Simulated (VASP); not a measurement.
Here is a VASP 6.6.1 calculation.

The input INCAR:

```
SYSTEM = Si8Ni8O
ALGO = Normal
EDIFF = 1E-6
ENCUT = 520
GGA = PE
GGA_COMPAT = .False.
ISIF = 2
ISMEAR = 1
LASPH = .True.
LCHARG = .False.
LREAL = .False.
LWAVE = .False.
NBANDS = 73
NELM = 120
PREC = Accurate
SIGMA = 0.1
```

KPOINTS

```
k-points
0
Gamma
  4 4 4
  0 0 0
```

Contents of POSCAR:

```
Si8Ni8O
1.0
    0.0000000000      3.3970617500      5.5985038700
    5.1384089300      0.0000000000      5.5985038700
    5.1384089300      3.3970617500      0.0000000000
Si Ni O
8 8 1
Direct
    0.2095440662      0.3402471051      0.4687918516
    0.7533970063      0.8352025922      0.9838955231
    0.2914299045      0.1553133787      0.0418163192
    0.7471899254      0.6608012420      0.5251613941
    0.1391697263      0.7741174873      0.5709045018
    0.6882338842      0.2328843502      0.0672869715
    0.3608482833      0.7221657042      0.9386762249
    0.8121294921      0.2624843940      0.4406357837
    0.2145632974      0.4865241879      0.0262966163
    0.6932021578      0.9885517926      0.5292012913
    0.2864616857      0.0092785761      0.4834474865
    0.8063946019      0.5078806350      0.9796500586
    0.0295874800      0.7744101781      0.2396066258
    0.4235521879      0.3530704779      0.6531485815
    0.4708138242      0.7213289617      0.2701020570
    1.0767000800      0.1426517609      0.8585608849
    0.7521938449      0.2462836287      0.7530054645
```

Potentials or basis: VASP PAW PBE potentials, release 64 (Si, Ni, O).

Launch:

```console
$ cat potpaw_PBE.64/Si/POTCAR potpaw_PBE.64/Ni/POTCAR potpaw_PBE.64/O/POTCAR > POTCAR
$ mpirun -np 1 vasp_std > vasp.out
```

(1) What does it give for the band gap on the k mesh?

(2) Estimate the largest force.

(3) Predict the pressure.

Results:

(1) zero (bands 59 and 60 overlap by 0.40 eV).

(2) 0.058 eV/Å.

(3) 10.9 GPa.

Caveat: the run has no spin polarisation, though such a crystal can be magnetic.
